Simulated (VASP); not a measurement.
Runs of VASP 6.6.1 on H. The cells are those of the table. 

```csv
task,cell,gap on the mesh (eV),pressure (GPa),largest force (eV/Å)
single point,"a = 6.694 Å, 20 atoms",7.85,-0.4,2.12
single point,"a = 7.094 Å, 20 atoms",8.44,0.1,(b)
single point,"a = 6.710 Å, 20 atoms",7.40,-0.6,(a)
single point,"a = 6.886 Å, 20 atoms",(c),-0.6,1.81
relaxation of the atoms,"atoms relaxed from a = 6.694 Å, 20 atoms",(d),0.2,0.20
```

Alike in all rows: level LDA; potentials or basis VASP PAW LDA potentials, release 64 (H); no spin polarisation; k mesh 1 × 1 × 1; cutoff (eV) 520; smearing fermi-dirac 0.05 eV.

**Question.** Fill in the values left out.

**Answer.** (a) 2.52; (b) 2.09; (c) 8.00; (d) 7.75.

Caveats: all runs use coarse meshes; the relaxation stopped at a loose force limit of 0.3 eV/Å, so its end isn't a converged minimum (some runs).

A k mesh can miss the band edges.
